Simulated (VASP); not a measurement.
The system is MgS (Niningerite).

```
S Mg
1.0
     0.00000    2.60165    2.60165
     2.60165    0.00000    2.60165
     2.60165    2.60165    0.00000
S Mg
1 1
Cartesian
  2.6016 2.6016 2.6016
  0.0000 0.0000 0.0000
```

```yaml
Program: VASP 6.6.1
Task: relaxation of cell and atoms
Functional: revPBE
Dispersion: D3(BJ)
Potentials_or_basis: VASP PAW PBE potentials, release 64 (S, Mg)
Cutoff: 600 eV
k_mesh: 9 × 9 × 9
Occupations: fermi-dirac, width 0.05 eV
Spin: no spin polarisation
```

At the start: pressure -4.0 GPa; volume 17.61 Å³/atom.

**Question.** Where does the relaxation end?

**Answer.** Over 3 steps the energy falls by 11.7 meV/atom and the volume is 16.71 Å³/atom (-5.1 %); space group Fm-3m (No. 225, to 0.05 Å).

Step by step:
| step | energy change (eV) | largest force (eV/Å) | pressure (GPa) | volume (Å³) |
| --- | --- | --- | --- | --- |
| 1 | 0.0000 | 0.0000 | -4.00 | 35.22 |
| 2 | -0.0222 | 0.0000 | 1.06 | 33.03 |
| 3 | -0.0235 | 0.0000 | 0.00 | 33.42 |

Final structure:
```yaml
crystal:
  lattice:
    - [0.00000, 2.55663, 2.55663]
    - [2.55663, 0.00000, 2.55663]
    - [2.55663, 2.55663, 0.00000]
  atoms:
    - { symbol: S, position: [0.50000, 0.50000, 0.50000] }
    - { symbol: Mg, position: [0.00000, 0.00000, 0.00000] }
```

Caveat: the PAW data sets were made with another functional, which shifts forces and pressure a little.
